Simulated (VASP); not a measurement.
# Ge (Fm-3m) in VASP: a series of runs

Aim: see how the results for Ge move with the level of theory and the settings. Levels: PBE, HSE06. Tasks: single point.

All numbers are computed with VASP 6.6.1; they aren't measurements. Logs are shortened: lines on timing, memory, paths and dates and some standing lists are left out, and cuts for length are marked.

## 1. The cell of the first run

The structure is cubic, space group Fm-3m (No. 225). Conventional cell: a = 4.277 Å, b = 4.277 Å, c = 4.277 Å, α = 90.00°, β = 90.00°, γ = 90.00°. Ge (site symmetry m-3m) has 12 Ge at 3.02 Å within 4.0 Å.

## 2. Single point, PBE, non-collinear spin, zero start, spin-orbit coupling

The input, INCAR:

```
PREC = Accurate
ENCUT = 520
EDIFF = 1E-6
ISMEAR = -1
SIGMA = 0.1
LREAL = F
LASPH = T
NELM = 150
ALGO = Normal
ISIF = 2
LWAVE = F
LCHARG = T
MAGMOM = 0 0 0
LORBIT = 11
LSORBIT = T
GGA_COMPAT = F
LORBMOM = T
GGA = PE
LVHAR = T
NBANDS = 25
```

The input, KPOINTS:

```
regular mesh
0
Gamma
  13 13 13
```

The input, POSCAR:

```
Ge
1.0
    0.0000000000      2.1385113409      2.1385113409
    2.1385113409      0.0000000000      2.1385113409
    2.1385113409      2.1385113409      0.0000000000
Ge
1
Direct
    0.0000000000      0.0000000000      0.0000000000
```

Potentials or basis: VASP PAW PBE potentials, release 64 (Ge_d).

Run with:

```sh
> cat potpaw_PBE.64/Ge_d/POTCAR > POTCAR
> mpirun -np 1 vasp_ncl > vasp.out
```

OUTCAR:

```text
PREC = Accurate
   ENCUT = 520
   EDIFF = 1E-6
   ISMEAR = -1
   LREAL = F
   LASPH = T
   NELM = 150
   ISIF = 2
   LORBIT = 11
   LSORBIT = T
   GGA = PE

 ion  position               nearest neighbor table
   1  0.000  0.000  0.000-

  LATTYP: Found a face centered cubic cell.
 ALAT       =     4.2770226818

  Lattice vectors:

 A1 = (   0.0000000000,   2.1385113409,   2.1385113409)
 A2 = (   2.1385113409,   0.0000000000,   2.1385113409)
 A3 = (   2.1385113409,   2.1385113409,   0.0000000000)

Analysis of symmetry for initial positions (statically):
=====================================================================
 Subroutine PRICEL returns:
 Original cell was already a primitive cell.

 Routine SETGRP: Setting up the symmetry group for a
 face centered cubic supercell.

 Subroutine GETGRP returns: Found 48 space group operations
 (whereof 48 operations were pure point group operations)
 out of a pool of 48 trial point group operations.

The static configuration has the point symmetry O_h .

Analysis of symmetry for dynamics (positions and initial velocities):
=====================================================================
 Subroutine PRICEL returns:
 Original cell was already a primitive cell.

 Routine SETGRP: Setting up the symmetry group for a
 face centered cubic supercell.

 Subroutine GETGRP returns: Found 48 space group operations
 (whereof 48 operations were pure point group operations)
 out of a pool of 48 trial point group operations.

The dynamic configuration has the point symmetry O_h .

Analysis of structural, dynamic, and magnetic symmetry:
=====================================================================
 Subroutine PRICEL returns:
 Original cell was already a primitive cell.

 Routine SETGRP: Setting up the symmetry group for a
 face centered cubic supercell.

 Subroutine GETGRP returns: Found 48 space group operations
 (whereof 48 operations were pure point group operations)
 out of a pool of 48 trial point group operations.

The overall configuration has the point symmetry O_h .

 Subroutine INISYM returns: Found 48 space group operations
 (whereof 48 operations are pure point group operations),
 and found     1 'primitive' translations

----------------------------------------------------------------------------------------

                                     Primitive cell

  volume of cell :      19.5598

  direct lattice vectors                    reciprocal lattice vectors
     0.000000000  2.138511341  2.138511341    -0.233807505  0.233807505  0.233807505
[... 138 lines left out ...]
 fundamental gap:      0.1217100015
 Fermi energy:         6.5039110254

 k-point     1 :       0.0000    0.0000    0.0000
  band No.  band energies     occupation
      1     -18.6330      1.00000
      2     -18.6330      1.00000
      3     -18.6330      1.00000
      4     -18.6330      1.00000
      5     -18.0678      1.00000
      6     -18.0678      1.00000
[... 661 lines left out ...]
     24      21.8498      0.00000
     25      24.7343      0.00000

 [... further k-points ...]
[... 5 lines left out ...]
  --------------------------------------------------------------------------------------
  -------------------------------------------------------------------------------------
  Total       -0.0084736     -0.0084736     -0.0084736      0.0000000      0.0000000      0.0000000
  in kB       -0.6940898     -0.6940898     -0.6940898      0.0000000      0.0000000      0.0000000
  external PRESSURE =      -0.6940898 kB  Pullay stress =       0.0000000 kB

 VOLUME and BASIS-vectors are now :
 -----------------------------------------------------------------------------
  energy-cutoff  :      520.00
  volume of cell :       19.56
      direct lattice vectors                 reciprocal lattice vectors
     0.000000000  2.138511341  2.138511341    -0.233807505  0.233807505  0.233807505
     2.138511341  0.000000000  2.138511341     0.233807505 -0.233807505  0.233807505
     2.138511341  2.138511341  0.000000000     0.233807505  0.233807505 -0.233807505

 POSITION                                       TOTAL-FORCE (eV/Angst)
 -----------------------------------------------------------------------------------
      0.00000      0.00000      0.00000        -0.000000      0.000000      0.000000
 -----------------------------------------------------------------------------------
    total drift:                               -0.000000      0.000000     -0.000000

  FREE ENERGIE OF THE ION-ELECTRON SYSTEM (eV)
  ---------------------------------------------------
  free  energy   TOTEN  =        -4.2007346243 eV

  energy  without entropy=       -4.1852727337  energy(sigma->0) =       -4.19300368

 orbital moment (x)

 # of ion     p       d       tot
 ----------------------------------------
  1         0.000  -0.000   0.000
 ----------------------------------------
            0.000  -0.000   0.000

 orbital moment (y)

 # of ion     p       d       tot
 ----------------------------------------
  1         0.000   0.000   0.000
 ----------------------------------------
            0.000   0.000   0.000

 orbital moment (z)

 # of ion     p       d       tot
 ----------------------------------------
  1        -0.000  -0.000  -0.000
 ----------------------------------------
           -0.000  -0.000  -0.000

 Spin-Orbit-Coupling matrix elements

 Ion:    1  E_soc:     -0.0175323
 l=   1
     0.0000000    -0.0019928    -0.0019928
    -0.0019928     0.0000000    -0.0019928
    -0.0019928    -0.0019928     0.0000000
 l=   2
     0.0000000    -0.0001869     0.0000000    -0.0001869    -0.0007423
    -0.0001869     0.0000000    -0.0005567    -0.0001869    -0.0001856
     0.0000000    -0.0005567     0.0000000    -0.0005567     0.0000000
    -0.0001869    -0.0001869    -0.0005567     0.0000000    -0.0001856
    -0.0007423    -0.0001856     0.0000000    -0.0001856     0.0000000
 l=   3
     0.0000000     0.0000000     0.0000000     0.0000000     0.0000000     0.0000000     0.0000000
     0.0000000     0.0000000     0.0000000     0.0000000     0.0000000     0.0000000     0.0000000
     0.0000000     0.0000000     0.0000000     0.0000000     0.0000000     0.0000000     0.0000000
     0.0000000     0.0000000     0.0000000     0.0000000     0.0000000     0.0000000     0.0000000
     0.0000000     0.0000000     0.0000000     0.0000000     0.0000000     0.0000000     0.0000000
     0.0000000     0.0000000     0.0000000     0.0000000     0.0000000     0.0000000     0.0000000
     0.0000000     0.0000000     0.0000000     0.0000000     0.0000000     0.0000000     0.0000000

 total charge

# of ion       s       p       d       tot
------------------------------------------
    1        1.280   0.865  10.015  12.161

 magnetization (x)

# of ion       s       p       d       tot
------------------------------------------
    1        0.000   0.000   0.000   0.000

 magnetization (y)

# of ion       s       p       d       tot
------------------------------------------
    1        0.000   0.000   0.000   0.000

 magnetization (z)

# of ion       s       p       d       tot
------------------------------------------
    1        0.000   0.000   0.000   0.000
```

OSZICAR:

```text
N       E                     dE             d eps       ncg     rms          rms(c)
DAV:   1     0.909870487705E+02    0.90987E+02   -0.66119E+03  5355   0.316E+03
DAV:   2     0.898931286133E+01   -0.81998E+02   -0.77895E+02  4296   0.564E+02
DAV:   3    -0.386029450309E+01   -0.12850E+02   -0.12699E+02  4750   0.120E+02
DAV:   4    -0.420793348954E+01   -0.34764E+00   -0.34737E+00  4966   0.222E+01
DAV:   5    -0.421256313407E+01   -0.46296E-02   -0.46294E-02  4980   0.277E+00    0.103E+00
DAV:   6    -0.420435333496E+01    0.82098E-02   -0.66405E-03  5951   0.163E+00    0.569E-01
DAV:   7    -0.420085441801E+01    0.34989E-02   -0.42213E-03  5915   0.102E+00    0.108E-01
DAV:   8    -0.420075079201E+01    0.10363E-03   -0.22064E-04  5189   0.295E-01    0.482E-02
DAV:   9    -0.420073098989E+01    0.19802E-04   -0.64485E-05  5576   0.198E-01    0.164E-02
DAV:  10    -0.420073466478E+01   -0.36749E-05   -0.31157E-06  5344   0.259E-02    0.119E-03
DAV:  11    -0.420073462428E+01    0.40503E-07   -0.12727E-07  3111   0.811E-03
   1 F= -.42007346E+01 E0= -.41930037E+01  d E =-.154619E-01  mag=     0.0000    -0.0000    -0.0000
```

It took 1.9 min on 1 thread of Intel Xeon 8259CL, shared host; peak memory 0.22 GiB.

Results:

| Item | Value |
| --- | --- |
| Free energy | -4.2007 eV |
| Pressure | -0.1 GPa |
| Net moment | 0.00 μB per cell |
| Valence electrons inside the program's atomic spheres | Ge 12.16 |

Moments on the atoms (μB; x, y, z):
```
Ge  0.00 0.00 0.00
```

## 3. Single point, PBE

The input, INCAR:

```
PREC     = Accurate       # precision mode
ENCUT    = 520            # plane-wave cutoff, eV
EDIFF    = 1E-7           # SCF threshold, eV
ISMEAR   = -1             # smearing method
SIGMA    = 0.1            # smearing width, eV
LREAL    = False          # projectors in reciprocal space
LASPH    = True           # aspherical terms in the spheres
NELM     = 80             # most SCF steps
ALGO     = Normal         # electronic algorithm
ISIF     = 2              # what is computed and relaxed
LWAVE    = False          # write WAVECAR
LCHARG   = True           # write CHGCAR
GGA      = PE             # functional
LELF     = True           # ELF
LVHAR    = True         
NBANDS   = 13             # bands
```

The input, KPOINTS:

```
Automatic mesh
0
Gamma
  7 7 7
```

POSCAR is that of step 2.

Potentials or basis: VASP PAW PBE potentials, release 64 (Ge_d).

Run with:

```sh
> cat potpaw_PBE.64/Ge_d/POTCAR > POTCAR
> mpirun -np 1 vasp_std > vasp.out
```

Run time: 8.5 s. Hardware: 1 thread of Intel Xeon 8259CL, shared host; peak memory 0.13 GiB.

It converged, with:

```yaml
Free_energy: -4.1825 eV
Pressure: -0.2 GPa
Band_gap_on_the_k_mesh: zero (band 7 reaches 15.06 eV, above the bottom of band 8 at 4.36 eV)
```

Levels at points of the mesh, in eV from the Fermi level:
```
           k point  band 4  band 5  band 6  band 7  band 8  band 9  band 10  band 11
(0.00, 0.00, 0.00)  -24.90  -24.90  -13.10    8.43    8.43    8.43    13.62    13.62
```

Caveat: the k points lie up to 0.36 Å⁻¹ apart.

## 4. Single point, HSE06

POSCAR is that of step 3.

The input, INCAR.step1:

```
SYSTEM = Ge
PREC     = Accurate       ! precision mode
ENCUT    = 520            ! plane-wave cutoff, eV
EDIFF    = 1E-5           ! SCF threshold, eV
ISMEAR   = -1             ! smearing method
SIGMA    = 0.1            ! smearing width, eV
LREAL    = .False.        ! projectors in reciprocal space
LASPH    = .True.         ! aspherical terms in the spheres
NELM     = 60             ! most SCF steps
ALGO     = Normal         ! electronic algorithm
ISIF     = 2              ! what is computed and relaxed
LWAVE    = .True.         ! write WAVECAR
GGA      = PE             ! functional
NBANDS   = 13             ! bands
```

The input, INCAR.step2:

```
SYSTEM = Ge
PREC     = Accurate       ! precision mode
ENCUT    = 520            ! plane-wave cutoff, eV
EDIFF    = 1E-6           ! SCF threshold, eV
ISMEAR   = -1             ! smearing method
SIGMA    = 0.1            ! smearing width, eV
LREAL    = .False.        ! projectors in reciprocal space
LASPH    = .True.         ! aspherical terms in the spheres
NELM     = 60             ! most SCF steps
ALGO     = Normal         ! electronic algorithm
ISIF     = 2              ! what is computed and relaxed
LWAVE    = .False.        ! write WAVECAR
LCHARG   = .True.         ! write CHGCAR
GGA      = PE             ! functional
LHFCALC  = .True.         ! exact exchange
HFSCREEN = 0.2079         ! screening, 1/A
PRECFOCK = Normal       
LELF     = .True.         ! ELF
LVHAR    = .True.       
ISTART   = 1            
NBANDS   = 13             ! bands
```

The input, KPOINTS:

```
Automatic mesh
0
Gamma
  7 7 7
  0 0 0
```

Run with:

```sh
> cat potpaw_PBE.64/Ge_d/POTCAR > POTCAR
> cp INCAR.step1 INCAR
> mpirun -np 1 vasp_std > vasp.out
> cp INCAR.step2 INCAR
> mpirun -np 1 vasp_std > vasp.out
```

It took 65 min on 1 thread of AMD EPYC 7R13 (Zen 3), shared host; peak memory 0.21 GiB.

The run converged. Its results:

* Free energy: -4.8481 eV
* Pressure: -2.0 GPa
* Band gap on the k mesh: zero (band 7 reaches 16.04 eV, above the bottom of band 8 at 4.07 eV)

Levels at points of the mesh, in eV from the Fermi level:
```
           k point  band 3  band 4  band 5  band 6  band 7  band 8  band 9  band 10  band 11  band 12
(0.00, 0.00, 0.00)  -28.44  -28.40  -28.40  -14.75    9.40    9.40    9.40    14.42    14.42    14.42
```

Caveat: the k points lie up to 0.36 Å⁻¹ apart; the PAW data sets were made with another functional, which shifts forces and pressure a little.

## 5. The runs side by side

```csv
level,spin,k mesh,grid for exact exchange (PRECFOCK),screening parameter,gap on the mesh (eV),pressure (GPa)
PBE,"non-collinear, zero start, SOC",13 × 13 × 13,-,-,-,-0.1
PBE,off,7 × 7 × 7,-,-,none,-0.2
HSE06,off,7 × 7 × 7,Normal,0.2079 1/Å,none,-2.0
```

Alike in all rows: task single point; potentials or basis VASP PAW PBE potentials, release 64 (Ge_d); cell as given; cutoff (eV) 520; smearing fermi-dirac 0.1 eV.

Caveats: some runs use coarse meshes; the PAW data sets were made with another functional, which shifts forces and pressure a little (some runs).

Total energies depend on the potentials used, so only differences within one code and one set of settings carry meaning.
